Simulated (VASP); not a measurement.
# ScBSbP3 (P-6m2) in VASP: a series of runs, part 2 of 3

VASP 6.6.1.

### 4 Relaxation of cell and atoms, PBE

This run uses another cell than the first one, of 18.12 Å³/atom.

The input, INCAR:

```
SYSTEM = ScBSbP3
PREC = Accurate
ENCUT = 600
EDIFF = 1E-6
ISMEAR = 0
SIGMA = 0.1
LREAL = .FALSE.
LASPH = .TRUE.
NELM = 100
ALGO = Normal
ISIF = 3
LWAVE = .FALSE.
LCHARG = .FALSE.
GGA = PE
IBRION = 2
NSW = 90
EDIFFG = -0.04
```

The input, KPOINTS:

```
regular mesh
0
G
  3 3 6
  0 0 0
```

The input, POSCAR:

```
ScBSbP3
1.0
    6.0800704403      0.0000000000      0.0000000000
   -3.0400352201      5.2654954581      0.0000000000
    0.0000000000      0.0000000000      3.3960356591
Sc B Sb P
1 1 1 3
Direct
    0.0000000000      0.0000000000      0.0000000000
    0.3333333333      0.6666666667      0.0000000000
    0.6666666667      0.3333333333      0.0000000000
    0.0659703594      0.5329851797      0.5000000000
    0.4670148203      0.5329851797      0.5000000000
    0.4670148203      0.9340296406      0.5000000000
```

Potentials or basis: VASP PAW PBE potentials, release 64 (Sc_sv, B, Sb, P).

Command:

```
cat potpaw_PBE.64/Sc_sv/POTCAR potpaw_PBE.64/B/POTCAR potpaw_PBE.64/Sb/POTCAR potpaw_PBE.64/P/POTCAR > POTCAR
mpirun -np 1 vasp_std > vasp.out
```

OUTCAR:

```text
SYSTEM = ScBSbP3
   PREC = Accurate
   ENCUT = 600
   EDIFF = 1E-6
   ISMEAR = 0
   LREAL = .FALSE.
   LASPH = .TRUE.
   NELM = 100
   ISIF = 3
   GGA = PE
   IBRION = 2
   NSW = 90
   EDIFFG = -0.04

 ion  position               nearest neighbor table
   1  0.000  0.000  0.000-   3 3.51   3 3.51   3 3.51
   2  0.333  0.667  0.000-   6 2.21   6 2.21   4 2.21   4 2.21   5 2.21   5 2.21
   3  0.667  0.333  0.000-   6 2.70   6 2.70   4 2.70   4 2.70   5 2.70   5 2.70   1 3.51   1 3.51
                             1 3.51
   4  0.066  0.533  0.500-   2 2.21   2 2.21   5 2.44   6 2.44   3 2.70   3 2.70
   5  0.467  0.533  0.500-   2 2.21   2 2.21   6 2.44   4 2.44   3 2.70   3 2.70
   6  0.467  0.934  0.500-   2 2.21   2 2.21   5 2.44   4 2.44   3 2.70   3 2.70

  LATTYP: Found a hexagonal cell.
 ALAT       =     6.0800704403
 C/A-ratio  =     0.5585520254

  Lattice vectors:

 A1 = (   6.0800704403,   0.0000000000,   0.0000000000)
 A2 = (  -3.0400352201,   5.2654954581,   0.0000000000)
 A3 = (   0.0000000000,   0.0000000000,   3.3960356591)

Analysis of symmetry for initial positions (statically):
=====================================================================
 Subroutine PRICEL returns:
 Original cell was already a primitive cell.

 Routine SETGRP: Setting up the symmetry group for a
 hexagonal supercell.

 Subroutine GETGRP returns: Found 12 space group operations
 (whereof 12 operations were pure point group operations)
 out of a pool of 24 trial point group operations.

The static configuration has the point symmetry D_3h.

Analysis of symmetry for dynamics (positions and initial velocities):
=====================================================================
 Subroutine PRICEL returns:
 Original cell was already a primitive cell.

 Routine SETGRP: Setting up the symmetry group for a
 hexagonal supercell.

 Subroutine GETGRP returns: Found 12 space group operations
 (whereof 12 operations were pure point group operations)
 out of a pool of 24 trial point group operations.

The dynamic configuration has the point symmetry D_3h.

 Subroutine INISYM returns: Found 12 space group operations
 (whereof 12 operations are pure point group operations),
 and found     1 'primitive' translations

----------------------------------------------------------------------------------------

                                     Primitive cell

  volume of cell :     108.7227

  direct lattice vectors                    reciprocal lattice vectors
     6.080070440  0.000000000  0.000000000     0.164471779  0.094957826  0.000000000
    -3.040035220  5.265495458  0.000000000     0.000000000  0.189915651  0.000000000
     0.000000000  0.000000000  3.396035659     0.000000000  0.000000000  0.294460983

  length of vectors
     6.080070440  6.080070440  3.396035659     0.189915651  0.189915651  0.294460983

  position of ions in fractional coordinates (direct lattice)
     0.000000000  0.000000000  0.000000000
     0.333333333  0.666666667  0.000000000
     0.666666667  0.333333333  0.000000000
     0.065970359  0.532985180  0.500000000
     0.467014820  0.532985180  0.500000000
     0.467014820  0.934029641  0.500000000

  ion indices of the primitive-cell ions
   primitive index   ion index
                 1           1
[... 51 lines left out ...]
   ions per type =               1   1   1   3
   NGX,Y,Z   is equivalent  to a cutoff of  13.67, 13.67, 13.71 a.u.
   NGXF,Y,Z  is equivalent  to a cutoff of  27.34, 27.34, 27.41 a.u.
 SYSTEM =  ScBSbP3
   PREC   = accura    normal or accurate (medium, high low for compatibility)
   ISTART =      0    job   : 0-new  1-cont  2-samecut
   ICHARG =      2    charge: 1-file 2-atom 10-const
   ISPIN  =      1    spin polarized calculation?
   LNONCOLLINEAR =      F non collinear calculations
   LSORBIT =      F    spin-orbit coupling
   LASPH  =      T    aspherical Exc in radial PAW
   ENCUT  =  600.0 eV  44.10 Ry    6.64 a.u.  12.14 12.14  6.78*2*pi/ulx,y,z
   NELM   =    100;   NELMIN=  2; NELMDL= -5     # of ELM steps
   EDIFF  = 0.1E-05   stopping-criterion for ELM
   LREAL  =      F    real-space projection
   EDIFFG = -.4E-01   stopping-criterion for IOM
   NSW    =     90    number of steps for IOM
   IBRION =      2    ionic relax: 0-MD 1-quasi-New 2-CG
   NFREE  =      1    steps in history (QN), initial steepest desc. (CG)
   ISIF   =      3    stress and relaxation
   ISYM   =      2    0-nonsym 1-usesym 2-fastsym
   POTIM  = 0.5000    time-step for ionic-motion
   TEBEG  =    0.0;   TEEND  =   0.0 temperature during run
   PSTRESS=    0.0 pullay stress
   NELECT =      34.0000    total number of electrons
   NUPDOWN=      -1.0000    fix difference up-down
   EMIN   =  10.00;   EMAX   =-10.00  energy-range for DOS
   EFERMI =   0.00;   METHOD = LEGACY
   ISMEAR =     0;   SIGMA  =   0.10  broadening in eV -4-tet -1-fermi 0-gaus
   EFERMI_NEDOS =   21; number of points for ismear=-14 and -15
   IALGO  =     38    algorithm
   IMIX   =      4    mixing-type and parameters
     AMIX     =   0.40;   BMIX     =  1.00
     AMIX_MAG =   1.60;   BMIX_MAG =  1.00
  volume/ion in A,a.u.               =      18.12       122.28
  Fermi-wavevector in a.u.,A,eV,Ry     =   1.111206  2.099874 16.800174  1.234778
  Thomas-Fermi vector in A             =   2.247766
   LORBIT       =      0    0 simple, 1 ext, 2 COOP (PROOUT), +10 PAW based schemes
   GGA     = PE    functional components
   LHFCALC =     F    Hartree Fock is set to
   AEXX    =    0.0000 exact exchange contribution
   IVDW    =     0    specifies the selected vdW correction
   LEPSILON=     F    determine dielectric tensor
   LRPA    =     F    only Hartree local field effects (RPA)
 conjugate gradient relaxation of ions
 non-spin polarized calculation
 Gauss-broadening in eV      SIGMA  =   0.10
  energy-cutoff  :      600.00
  volume of cell :      108.72
 maximum number of plane-waves:      3650
 NGX is ok and might be reduce to    50
   NGX = 25   NGY = 25   NGZ = 13

--------------------------------------- Ionic step        1  -------------------------------------------

 number of electron      34.0000001 magnetization

 Free energy of the ion-electron system (eV)
  ---------------------------------------------------
  ext. energy  EPLUGINS =         0.00000000
  ---------------------------------------------------
  free energy    TOTEN  =       -29.79741173 eV

  energy without entropy =      -29.77563803  energy(sigma->0) =      -29.78652488

------------------------ aborting loop because EDIFF is reached ----------------------------------------

  FORCE on cell =-STRESS in cart. coord.  units (eV):
  Direction    XX          YY          ZZ          XY          YZ          ZX
  --------------------------------------------------------------------------------------
  -------------------------------------------------------------------------------------
  Total        0.2746263      0.2746263     -1.2848360      0.0000000      0.0000000      0.0000000
  in kB        4.0469952      4.0469952    -18.9338170      0.0000000      0.0000000      0.0000000
  external PRESSURE =      -3.6132755 kB  Pullay stress =       0.0000000 kB
[... 101 lines left out ...]
  FREE ENERGIE OF THE ION-ELECTRON SYSTEM (eV)
  ---------------------------------------------------
  free  energy   TOTEN  =       -29.8194460823 eV

  energy  without entropy=      -29.7930445985  energy(sigma->0) =      -29.80624534

 E-fermi :   5.7553     XC(G=0):  -9.7367

 val. band max:        5.7150093021   @ k =   0.3333   0.0000   0.3333
 cond. band min:       5.7890282688   @ k =   0.3333   0.0000   0.1667
 fundamental gap:      0.0740189667
 Fermi energy:         5.7552527272

 k-point     1 :       0.0000    0.0000    0.0000
  band No.  band energies     occupation
      1     -45.0408      2.00000
      2     -23.7369      2.00000
      3     -23.7369      2.00000
      4     -23.2225      2.00000
      5      -8.4998      2.00000
      6      -5.4439      2.00000
[... 277 lines left out ...]
     20       6.0066      0.00038
     21       6.7241      0.00000

[... ionic steps 4 to 25 ...]

--------------------------------------- Ionic step       26  -------------------------------------------

 number of electron      34.0000000 magnetization

------------------------ aborting loop because EDIFF is reached ----------------------------------------
[... 75 lines left out ...]
--------------------------------------- Ionic step       28  -------------------------------------------

 number of electron      34.0000000 magnetization

 Free energy of the ion-electron system (eV)
  ---------------------------------------------------
  ext. energy  EPLUGINS =         0.00000000
  ---------------------------------------------------
  free energy    TOTEN  =       -30.06112946 eV

  energy without entropy =      -30.05481044  energy(sigma->0) =      -30.05796995

 E-fermi :   7.0978     XC(G=0): -10.2597

 val. band max:        7.0218253346   @ k =   0.3333   0.3333   0.1667
 cond. band min:       7.1632588052   @ k =   0.0000   0.0000   0.1667
 fundamental gap:      0.1414334706
 Fermi energy:         7.0978082266

 k-point     1 :       0.0000    0.0000    0.0000
  band No.  band energies     occupation
      1     -43.5698      2.00000
      2     -22.2421      2.00000
      3     -22.2421      2.00000
      4     -21.8438      2.00000
      5      -8.3798      2.00000
      6      -4.6639      2.00000
[... 310 lines left out ...]
  FREE ENERGIE OF THE ION-ELECTRON SYSTEM (eV)
  ---------------------------------------------------
  free  energy   TOTEN  =       -30.0611294601 eV

  energy  without entropy=      -30.0548104400  energy(sigma->0) =      -30.05796995

 reached required accuracy - stopping structural energy minimisation
```

Wall time 17 min (1 thread of Intel Xeon 8259CL, shared host); peak memory 0.3 GiB.

What came out:

```
Free energy                           : -30.0611 eV
Relaxed volume                        : 18.53 Å³/atom
Relaxed cell                          : a = 6.459 Å, b = 6.459 Å, c = 3.077 Å, α = 90.00°, β = 90.00°, γ = 120.00°
Space group after relaxing (to 0.1 Å) : P-6m2 (No. 187)
Energy gained by relaxing             : 44.0 meV/atom
Ionic steps                           : 28
Pressure after relaxing               : 0.1 GPa
Largest force after relaxing          : 0.016 eV/Å
Band gap on the k mesh                : zero (bands 17 and 18 overlap by 1.26 eV)
```

Forces in eV/Å, atoms in the order of the input:
```
Sc   0.000  0.000  0.000
B    0.000  0.000  0.000
Sb   0.000  0.000  0.000
P    0.014  0.008  0.000
P   -0.014  0.008  0.000
P    0.000 -0.016  0.000
```

Stress tensor (GPa, compression positive):
```
 0.27  0.00  0.00
 0.00  0.27  0.00
 0.00  0.00 -0.15
```

The path:
| step | energy change (eV) | largest force (eV/Å) | pressure (GPa) | volume (Å³) |
| --- | --- | --- | --- | --- |
| 1 | 0.0000 | 0.2147 | -0.36 | 108.72 |
| 2 | -0.0174 | 0.0339 | 0.09 | 108.08 |
| 3 | -0.0220 | 0.0641 | 0.47 | 107.65 |
| 4 | -0.0225 | 0.0915 | 0.61 | 107.51 |
| 5 | -0.0307 | 0.0702 | 0.10 | 108.49 |
| 6 | -0.0604 | 0.2110 | -1.49 | 110.99 |
| 7 | -0.1265 | 0.2661 | -3.94 | 115.89 |
| 8 | 0.3429 | 1.2065 | -5.38 | 125.25 |
| 9 | -0.1361 | 0.3695 | -4.21 | 116.65 |
| 10 | -0.1384 | 0.4733 | -4.53 | 117.68 |
| 11 | -0.1389 | 0.4140 | -4.34 | 117.07 |
| 12 | -0.1394 | 0.4199 | -4.36 | 117.12 |
| 13 | -0.1408 | 0.4373 | -4.40 | 117.28 |
| 14 | -0.1420 | 0.4708 | -4.47 | 117.59 |
| 15 | -0.1436 | 0.4687 | -4.45 | 117.54 |
| 16 | -0.1482 | 0.4637 | -4.36 | 117.41 |
| 17 | -0.1572 | 0.4533 | -4.20 | 117.13 |
| 18 | -0.1742 | 0.4318 | -3.87 | 116.58 |
| 19 | -0.2039 | 0.3866 | -3.17 | 115.49 |
| 20 | -0.2452 | 0.2882 | -1.66 | 113.33 |
| 21 | -0.2490 | 0.0574 | 1.82 | 109.08 |
| 22 | -0.2610 | 0.1744 | 0.08 | 111.08 |
| 23 | -0.2610 | 0.1671 | 0.18 | 110.96 |
| 24 | -0.2617 | 0.1440 | 0.19 | 110.97 |
| 25 | -0.2631 | 0.0743 | 0.18 | 111.01 |
| 26 | -0.2627 | 0.0658 | 0.19 | 111.10 |
| 27 | -0.2634 | 0.0197 | 0.19 | 111.05 |
| 28 | -0.2637 | 0.0164 | 0.13 | 111.16 |

Final structure:
```xyz
6
Lattice="6.4590 0.0000 0.0000 -3.2295 5.5936 0.0000 0.0000 0.0000 3.0768" Properties=species:S:1:pos:R:3 pbc="T T T"
Sc   -3.2295    5.5936    0.0000
B     0.0000    3.7291    0.0000
Sb    3.2295    1.8645    0.0000
P    -1.2814    2.9893    1.5384
P     1.2814    2.9893    1.5384
P     0.0000    5.2087    1.5384
```

Caveat: the k points lie up to 0.37 Å⁻¹ apart in the final cell, too coarse for converged energies and pressures of a metal; spin-orbit coupling is left out, which moves the levels of the heavy elements.

(Continued in part 3 of 3.)
